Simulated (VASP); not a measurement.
# LaSb in VASP: a series of runs

LaSb is run at these levels: PBEsol; tasks: single point.

All numbers are computed with VASP 6.6.1; they aren't measurements. Logs are shortened: lines on timing, memory, paths and dates and some standing lists are left out, and cuts for length are marked.

## 1. The cell of the first run

The cell holds a disordered packing, 8 atoms: a = 6.486 Å, b = 7.240 Å, c = 6.177 Å, α = 85.02°, β = 83.56°, γ = 99.40°.

## 2. Single point, PBEsol

The input, INCAR:

```
PREC     = Accurate       # precision mode
ENCUT    = 520            # plane-wave cutoff, eV
EDIFF    = 1E-6           # SCF threshold, eV
ISMEAR   = 0              # smearing method
SIGMA    = 0.1            # smearing width, eV
LREAL    = False          # projectors in reciprocal space
LASPH    = True           # aspherical terms in the spheres
NELM     = 80             # most SCF steps
ALGO     = Normal         # electronic algorithm
ISIF     = 2              # what is computed and relaxed
LWAVE    = False          # write WAVECAR
LCHARG   = True           # write CHGCAR
GGA      = PS             # functional
LELF     = True           # ELF
LVHAR    = True         
NBANDS   = 42             # bands
```

The input, KPOINTS:

```
Automatic mesh
0
Gamma
  3 2 3
```

The input, POSCAR:

```
LaSb
1.0
    6.4166350000     -0.9243130000     -0.2121770000
   -0.1333210000      7.1960780000      0.7895920000
    0.8854490000     -0.1145160000      6.1118470000
La Sb
4 4
Direct
    0.9204354483      0.2058406395      0.3770726116
    0.6983247111      0.6854677484      0.2385585882
    0.5776383763      0.3278924639      0.8439439520
    0.2053278993      0.6312074740      0.0274369574
    0.1087567826      0.0632986517      0.9256935880
    0.5432129374      0.8902370903      0.6571899144
    0.4126429605      0.1561512557      0.3533337080
    0.2594062417      0.5211685760      0.5420566810
```

Potentials or basis: VASP PAW PBE potentials, release 64 (La, Sb).

The run is started by

```bash
$ cat potpaw_PBE.64/La/POTCAR potpaw_PBE.64/Sb/POTCAR > POTCAR
$ mpirun -np 1 vasp_std > vasp.out
```

OUTCAR:

```text
PREC = Accurate
   ENCUT = 520
   EDIFF = 1E-6
   ISMEAR = 0
   LREAL = False
   LASPH = True
   NELM = 80
   ISIF = 2
   GGA = PS

 ion  position               nearest neighbor table
   1  0.920  0.206  0.377-   8 3.22   5 3.24   7 3.26   7 3.28   6 3.28
   2  0.698  0.685  0.239-   8 3.22   6 3.24   4 3.50   4 3.56   5 3.72
   3  0.578  0.328  0.844-   7 3.27   5 3.28   8 3.32   6 3.45   7 3.58   4 3.67
   4  0.205  0.631  0.027-   8 3.16   6 3.22   8 3.28   5 3.31   2 3.50   2 3.56   3 3.67
   5  0.109  0.063  0.926-   1 3.24   3 3.28   4 3.31   7 3.52   6 3.57   2 3.72
   6  0.543  0.890  0.657-   7 2.87   8 3.17   4 3.22   2 3.24   1 3.28   3 3.45   5 3.57
   7  0.413  0.156  0.353-   6 2.87   8 3.24   1 3.26   3 3.27   1 3.28   5 3.52   3 3.58
   8  0.259  0.521  0.542-   4 3.16   6 3.17   2 3.22   1 3.22   7 3.24   4 3.28   3 3.32

  LATTYP: Found a triclinic cell.
 ALAT       =     6.4863378207
 B/A-ratio  =     1.6158200177
 C/A-ratio  =     0.9522653803
 COS(alpha) =     0.0093750293
 COS(beta)  =     0.1120863915
 COS(gamma) =     0.7317704882

  Lattice vectors:

 A1 = (  -6.4166350000,   0.9243130000,   0.2121770000)
 A2 = (  -6.5499560000,   8.1203910000,   1.0017690000)
 A3 = (  -0.8854490000,   0.1145160000,  -6.1118470000)

Analysis of symmetry for initial positions (statically):
=====================================================================
 Subroutine PRICEL returns:
 Original cell was already a primitive cell.

 Routine SETGRP: Setting up the symmetry group for a
 triclinic supercell.

 Subroutine GETGRP returns: Found  1 space group operations
 (whereof  1 operations were pure point group operations)
 out of a pool of  2 trial point group operations.

The static configuration has the point symmetry C_1 .

Analysis of symmetry for dynamics (positions and initial velocities):
=====================================================================
 Subroutine PRICEL returns:
 Original cell was already a primitive cell.

 Routine SETGRP: Setting up the symmetry group for a
 triclinic supercell.

 Subroutine GETGRP returns: Found  1 space group operations
 (whereof  1 operations were pure point group operations)
 out of a pool of  2 trial point group operations.

The dynamic configuration has the point symmetry C_1 .

 Subroutine INISYM returns: Found  1 space group operations
 (whereof  1 operations are pure point group operations),
 and found     1 'primitive' translations

----------------------------------------------------------------------------------------

                                     Primitive cell

  volume of cell :     282.7416

  direct lattice vectors                    reciprocal lattice vectors
     6.416635000 -0.924313000 -0.212177000     0.155872865  0.005354645 -0.022481630
    -0.133321000  7.196078000  0.789592000     0.020066225  0.139368804 -0.000295763
     0.885449000 -0.114516000  6.111847000     0.002818871 -0.017819222  0.162874406

  length of vectors
     6.486337821  7.240495052  6.176714952     0.157576794  0.140806265  0.163870506

  position of ions in fractional coordinates (direct lattice)
     0.920435448  0.205840640  0.377072612
     0.698324711  0.685467748  0.238558588
     0.577638376  0.327892464  0.843943952
     0.205327899  0.631207474  0.027436957
     0.108756783  0.063298652  0.925693588
     0.543212937  0.890237090  0.657189914
     0.412642961  0.156151256  0.353333708
     0.259406242  0.521168576  0.542056681

  ion indices of the primitive-cell ions
   primitive index   ion index
                 1           1
                 2           2
                 3           3
                 4           4
                 5           5
                 6           6
                 7           7
                 8           8

----------------------------------------------------------------------------------------

 KPOINTS: Automatic mesh

Automatic generation of k-mesh.
 Grid dimensions read from file:
 generate k-points for:    3    2    3

 Generating k-lattice:

  Cartesian coordinates                     Fractional coordinates (reciprocal lattice)
     0.051957622  0.001784882 -0.007493877     0.333333333 -0.000000000  0.000000000
     0.010033113  0.069684402 -0.000147882    -0.000000000  0.500000000 -0.000000000
     0.000939624 -0.005939741  0.054291469     0.000000000 -0.000000000  0.333333333

  Length of vectors
     0.052525598  0.070403133  0.054623502

  Shift w.r.t. Gamma in fractional coordinates (k-lattice)
     0.000000000  0.000000000  0.000000000

 Subroutine IBZKPT returns following result:
 ===========================================

 Found     10 irreducible k-points:

 Following reciprocal coordinates:
            Coordinates               Weight
  0.000000  0.000000  0.000000      1.000000
  0.333333 -0.000000  0.000000      2.000000
  0.000000  0.500000  0.000000      1.000000
  0.333333  0.500000  0.000000      2.000000
 -0.000000 -0.000000  0.333333      2.000000
  0.333333 -0.000000  0.333333      2.000000
 -0.333333  0.000000  0.333333      2.000000
 -0.000000  0.500000  0.333333      2.000000
  0.333333  0.500000  0.333333      2.000000
 -0.333333  0.500000  0.333333      2.000000
   k-points           NKPTS =     10   k-points in BZ     NKDIM =     10   number of bands    NBANDS=     42
   number of dos      NEDOS =    301   number of ions     NIONS =      8
   total plane-waves  NPLWV = 124416
   dimension x,y,z NGX =    48 NGY =   54 NGZ =   48
   dimension x,y,z NGXF=    96 NGYF=  108 NGZF=   96
   ions per type =               4   4
   NGX,Y,Z   is equivalent  to a cutoff of  12.30, 12.40, 12.92 a.u.
   NGXF,Y,Z  is equivalent  to a cutoff of  24.60, 24.80, 25.84 a.u.
 SYSTEM =  unknown system
   PREC   = accura    normal or accurate (medium, high low for compatibility)
   ISTART =      0    job   : 0-new  1-cont  2-samecut
   ICHARG =      2    charge: 1-file 2-atom 10-const
   ISPIN  =      1    spin polarized calculation?
   LNONCOLLINEAR =      F non collinear calculations
   LSORBIT =      F    spin-orbit coupling
   LASPH  =      T    aspherical Exc in radial PAW
   ENCUT  =  520.0 eV  38.22 Ry    6.18 a.u.  12.06 13.46 11.48*2*pi/ulx,y,z
   NELM   =     80;   NELMIN=  2; NELMDL= -5     # of ELM steps
   EDIFF  = 0.1E-05   stopping-criterion for ELM
[... 22 lines left out ...]
  Thomas-Fermi vector in A             =   2.129886
   LORBIT       =      0    0 simple, 1 ext, 2 COOP (PROOUT), +10 PAW based schemes
   GGA     = PS    functional components
   LHFCALC =     F    Hartree Fock is set to
   AEXX    =    0.0000 exact exchange contribution
   IVDW    =     0    specifies the selected vdW correction
   LEPSILON=     F    determine dielectric tensor
   LRPA    =     F    only Hartree local field effects (RPA)
 non-spin polarized calculation
 Gauss-broadening in eV      SIGMA  =   0.10
  energy-cutoff  :      520.00
  volume of cell :      282.74
 maximum number of plane-waves:      7639
   NGX = 25   NGY = 27   NGZ = 23

 number of electron      64.0000000 magnetization

 Free energy of the ion-electron system (eV)
  ---------------------------------------------------
  ext. energy  EPLUGINS =         0.00000000
  ---------------------------------------------------
  free energy    TOTEN  =       -42.90648908 eV

  energy without entropy =      -42.87250875  energy(sigma->0) =      -42.88949892

 E-fermi :   6.8005     XC(G=0):  -9.3753

 val. band max:        6.7780242385   @ k =   0.0000   0.5000   0.0000
 cond. band min:       6.8184635662   @ k =  -0.0000   0.5000   0.3333
 fundamental gap:      0.0404393277
 Fermi energy:         6.8004662057

 k-point     1 :       0.0000    0.0000    0.0000
  band No.  band energies     occupation
      1     -26.3290      2.00000
      2     -26.2501      2.00000
      3     -26.0141      2.00000
      4     -25.9493      2.00000
      5     -10.4764      2.00000
      6     -10.2692      2.00000
[... 34 lines left out ...]
     41       8.3074      0.00000
     42       8.3426      0.00000

 k-point     2 :       0.3333   -0.0000    0.0000
  band No.  band energies     occupation
      1     -26.3180      2.00000
      2     -26.2511      2.00000
      3     -26.0263      2.00000
      4     -25.9481      2.00000
      5     -10.3840      2.00000
      6     -10.2248      2.00000
[... 34 lines left out ...]
     41       8.2324      0.00000
     42       8.2943      0.00000

 k-point     3 :       0.0000    0.5000    0.0000
  band No.  band energies     occupation
      1     -26.3273      2.00000
      2     -26.2510      2.00000
      3     -26.0156      2.00000
      4     -25.9486      2.00000
      5     -10.4898      2.00000
      6     -10.2233      2.00000
[... 34 lines left out ...]
     41       8.3416      0.00000
     42       8.3612      0.00000

 k-point     4 :       0.3333    0.5000    0.0000
  band No.  band energies     occupation
      1     -26.3167      2.00000
      2     -26.2519      2.00000
      3     -26.0267      2.00000
      4     -25.9484      2.00000
      5     -10.3855      2.00000
      6     -10.2095      2.00000
[... 34 lines left out ...]
     41       8.2869      0.00000
     42       8.3124      0.00000

 k-point     5 :      -0.0000   -0.0000    0.3333
  band No.  band energies     occupation
      1     -26.3253      2.00000
      2     -26.2530      2.00000
      3     -26.0152      2.00000
      4     -25.9490      2.00000
      5     -10.4678      2.00000
      6     -10.2526      2.00000
[... 34 lines left out ...]
     41       8.2256      0.00000
     42       8.2662      0.00000

 k-point     6 :       0.3333   -0.0000    0.3333
  band No.  band energies     occupation
      1     -26.3149      2.00000
      2     -26.2540      2.00000
      3     -26.0249      2.00000
      4     -25.9495      2.00000
      5     -10.3996      2.00000
      6     -10.2685      2.00000
[... 34 lines left out ...]
     41       8.2399      0.00000
     42       8.2853      0.00000

 k-point     7 :      -0.3333    0.0000    0.3333
  band No.  band energies     occupation
      1     -26.3143      2.00000
      2     -26.2544      2.00000
      3     -26.0261      2.00000
      4     -25.9487      2.00000
      5     -10.3953      2.00000
      6     -10.2301      2.00000
[... 34 lines left out ...]
     41       8.2195      0.00000
     42       8.2855      0.00000

 k-point     8 :      -0.0000    0.5000    0.3333
  band No.  band energies     occupation
      1     -26.3243      2.00000
      2     -26.2530      2.00000
      3     -26.0168      2.00000
      4     -25.9484      2.00000
      5     -10.4745      2.00000
      6     -10.2206      2.00000
[... 34 lines left out ...]
     41       8.2480      0.00000
     42       8.2939      0.00000

 k-point     9 :       0.3333    0.5000    0.3333
  band No.  band energies     occupation
      1     -26.3142      2.00000
      2     -26.2540      2.00000
      3     -26.0254      2.00000
      4     -25.9499      2.00000
      5     -10.4161      2.00000
      6     -10.2503      2.00000
[... 34 lines left out ...]
     41       8.1943      0.00000
     42       8.3291      0.00000

 k-point    10 :      -0.3333    0.5000    0.3333
  band No.  band energies     occupation
      1     -26.3136      2.00000
      2     -26.2542      2.00000
      3     -26.0266      2.00000
      4     -25.9491      2.00000
      5     -10.3993      2.00000
      6     -10.2346      2.00000
[... 34 lines left out ...]
     41       8.2726      0.00000
     42       8.3329      0.00000

------------------------ aborting loop because EDIFF is reached ----------------------------------------

  FORCE on cell =-STRESS in cart. coord.  units (eV):
  Direction    XX          YY          ZZ          XY          YZ          ZX
  --------------------------------------------------------------------------------------
  -------------------------------------------------------------------------------------
  Total       -2.2748574     -5.6928807     -1.2100638     -2.3183739      2.4066419     -1.0379616
  in kB      -12.8906553    -32.2591485     -6.8569200    -13.1372449     13.6374225     -5.8816897
  external PRESSURE =     -17.3355746 kB  Pullay stress =       0.0000000 kB

 VOLUME and BASIS-vectors are now :
 -----------------------------------------------------------------------------
  energy-cutoff  :      520.00
  volume of cell :      282.74
      direct lattice vectors                 reciprocal lattice vectors
     6.416635000 -0.924313000 -0.212177000     0.155872865  0.005354645 -0.022481630
    -0.133321000  7.196078000  0.789592000     0.020066225  0.139368804 -0.000295763
     0.885449000 -0.114516000  6.111847000     0.002818871 -0.017819222  0.162874406

 POSITION                                       TOTAL-FORCE (eV/Angst)
 -----------------------------------------------------------------------------------
      6.21253      0.58729      2.27185         0.114131     -0.789332      0.106281
      4.60074      4.25989      1.85110        -0.032961      0.314333     -0.386265
      4.41005      1.72898      5.29440         0.236194     -0.803942     -0.279976
      1.25765      4.34929      0.62252        -0.026229      0.231294      0.193336
      1.50907      0.24897      5.68460        -0.963917      0.249053      0.396550
      3.94882      5.82886      4.60431         0.758624     -0.494401      0.828109
      2.93982      0.70180      2.19526         0.071713      0.913951     -0.464097
      2.07500      3.44852      3.66944        -0.157555      0.379042     -0.393937
 -----------------------------------------------------------------------------------
    total drift:                               -0.000319     -0.000655      0.000061

  FREE ENERGIE OF THE ION-ELECTRON SYSTEM (eV)
  ---------------------------------------------------
  free  energy   TOTEN  =       -42.9064890821 eV

  energy  without entropy=      -42.8725087524  energy(sigma->0) =      -42.88949892
```

Wall time 3.7 min (1 thread of AMD EPYC 7R13 (Zen 3), shared host); peak memory 0.36 GiB.

Results:

```yaml
Free_energy: -42.9065 eV
Pressure: -1.7 GPa
Largest_force: 1.227 eV/Å
```

Forces in eV/Å, atoms in the order of the input:
```
La   0.114 -0.789  0.106
La  -0.033  0.314 -0.386
La   0.236 -0.804 -0.280
La  -0.026  0.231  0.193
Sb  -0.964  0.249  0.397
Sb   0.759 -0.494  0.828
Sb   0.072  0.914 -0.464
Sb  -0.158  0.379 -0.394
```

Stress tensor (GPa, compression positive):
```
-1.29 -1.31 -0.59
-1.31 -3.23  1.36
-0.59  1.36 -0.69
```

Caveat: the k points lie up to 0.44 Å⁻¹ apart; the PAW data sets were made with another functional, which shifts forces and pressure a little; spin-orbit coupling is left out, which moves the levels of the heavy elements.

## 3. Single point, PBEsol

The input, INCAR:

```
SYSTEM = LaSb
PREC = Accurate
ENCUT = 520
EDIFF = 1E-6
ISMEAR = 0
SIGMA = 0.1
LREAL = .FALSE.
LASPH = .TRUE.
NELM = 60
ALGO = Normal
ISIF = 2
LWAVE = .FALSE.
LCHARG = .FALSE.
GGA = PS
NBANDS = 42
```

The input, KPOINTS:

```
regular mesh
0
G
  3 2 3
  0 0 0
```

The input, POSCAR:

```
LaSb
1.0
    6.4166350000     -0.9243130000     -0.2121770000
   -0.1333210000      7.1960780000      0.7895920000
    0.8854490000     -0.1145160000      6.1118470000
La Sb
4 4
Direct
    0.9235546155      0.2050132270      0.3763285049
    0.6979806876      0.6855971699      0.2368235671
    0.5767738028      0.3270294641      0.8439694722
    0.2047646583      0.6312914729      0.0254902739
    0.1062143293      0.0634872183      0.9264617125
    0.5443478899      0.8885257720      0.6607454769
    0.4139962398      0.1573419706      0.3541076076
    0.2579234728      0.5231855875      0.5419790898
```

Potentials or basis: VASP PAW PBE potentials, release 64 (La, Sb).

The run is started by

```bash
$ cat potpaw_PBE.64/La/POTCAR potpaw_PBE.64/Sb/POTCAR > POTCAR
$ mpirun -np 1 vasp_std > vasp.out
```

Wall time 3 min (1 thread of AMD EPYC 7R13 (Zen 3), shared host); peak memory 0.36 GiB.

Results (log left out):

```
Free energy   : -42.9789 eV
Pressure      : -1.8 GPa
Largest force : 1.134 eV/Å
```

Forces on the atoms (eV/Å):
```
La   0.012 -0.787  0.174
La  -0.060  0.321 -0.330
La   0.215 -0.806 -0.287
La  -0.038  0.231  0.265
Sb  -0.940  0.221  0.339
Sb   0.775 -0.427  0.709
Sb   0.168  0.866 -0.424
Sb  -0.131  0.381 -0.446
```

Stress tensor (GPa, compression positive):
```
-1.39 -1.26 -0.66
-1.26 -3.40  1.46
-0.66  1.46 -0.66
```

Levels at points of the mesh, in eV from the Fermi level:
| k point | band 30 | band 31 | band 32 | band 33 | band 34 | band 35 |
| --- | --- | --- | --- | --- | --- | --- |
| (0.00, 0.00, 0.00) | -0.68 | -0.42 | -0.24 | 0.11 | 0.29 | 0.64 |
| (0.00, 0.50, 0.00) | -0.82 | -0.40 | -0.25 | -0.03 | 0.46 | 0.71 |

Caveat: the k points lie up to 0.44 Å⁻¹ apart; the PAW data sets were made with another functional, which shifts forces and pressure a little; spin-orbit coupling is left out, which moves the levels of the heavy elements.

## 4. Single point, PBEsol

The input, INCAR:

```
PREC = Accurate ; ENCUT = 520
EDIFF = 1E-6 ; ISMEAR = 0
SIGMA = 0.1 ; LREAL = False
LASPH = True ; NELM = 80
ALGO = Normal ; ISIF = 2
LWAVE = False ; LCHARG = False
GGA = PS ; NBANDS = 42
```

The input, KPOINTS:

```
Automatic mesh
0
Gamma
  3 2 3
```

The input, POSCAR:

```
LaSb
1.0
    6.4166350000     -0.9243130000     -0.2121770000
   -0.1333210000      7.1960780000      0.7895920000
    0.8854490000     -0.1145160000      6.1118470000
La Sb
4 4
Direct
    0.9266289438      0.2034267572      0.3758831347
    0.6976310006      0.6860315081      0.2346819648
    0.5761481607      0.3254155105      0.8437699610
    0.2041290175      0.6315895989      0.0238125051
    0.1024631292      0.0637657955      0.9276139205
    0.5462862790      0.8864848167      0.6652640461
    0.4156862402      0.1595016466      0.3542395343
    0.2563767004      0.5256037115      0.5412692355
```

The run is started by

```bash
$ cat potpaw_PBE.64/La/POTCAR potpaw_PBE.64/Sb/POTCAR > POTCAR
$ mpirun -np 1 vasp_std > vasp.out
```

It took 3.4 min on 1 thread of AMD EPYC 7R13 (Zen 3), shared host; peak memory 0.36 GiB.

The run converged. Its results:

```yaml
Free_energy: -43.0835 eV
Pressure: -1.9 GPa
Largest_force: 1.025 eV/Å
```

Forces in eV/Å, atoms in the order of the input:
```
La  -0.087 -0.763  0.253
La  -0.086  0.323 -0.265
La   0.175 -0.792 -0.296
La  -0.049  0.220  0.312
Sb  -0.901  0.181  0.255
Sb   0.774 -0.352  0.572
Sb   0.275  0.801 -0.361
Sb  -0.101  0.381 -0.471
```

Stress tensor (GPa, compression positive):
```
-1.52 -1.18 -0.75
-1.18 -3.63  1.56
-0.75  1.56 -0.64
```

Levels at points of the mesh, in eV from the Fermi level:
| k point | band 28 | band 29 | band 30 | band 31 | band 32 | band 33 | band 34 | band 35 | band 36 | band 37 |
| --- | --- | --- | --- | --- | --- | --- | --- | --- | --- | --- |
| (0.00, 0.00, 0.00) | -1.06 | -0.83 | -0.69 | -0.42 | -0.28 | 0.10 | 0.29 | 0.64 | 0.82 | 0.94 |
| (0.00, 0.50, 0.00) | -1.20 | -0.95 | -0.81 | -0.41 | -0.23 | -0.03 | 0.46 | 0.72 | 0.86 | 1.01 |

Caveat: the k points lie up to 0.44 Å⁻¹ apart; the PAW data sets were made with another functional, which shifts forces and pressure a little; spin-orbit coupling is left out, which moves the levels of the heavy elements.

## 5. Overview

| cell | pressure (GPa) | largest force (eV/Å) |
| --- | --- | --- |
| as given, atomic positions A | -1.7 | 1.23 |
| as given, atomic positions B | -1.8 | 1.13 |
| as given, atomic positions C | -1.9 | 1.03 |

Alike in all rows: task single point; level PBEsol; potentials or basis VASP PAW PBE potentials, release 64 (La, Sb); no spin polarisation; k mesh 3 × 2 × 3; cutoff (eV) 520; smearing gaussian 0.1 eV.

Caveats: all runs use coarse meshes; the PAW data sets were made with another functional, which shifts forces and pressure a little; spin-orbit coupling is left out, which moves the levels of the heavy elements.

Absolute energies hang on the potentials; compare differences alone.
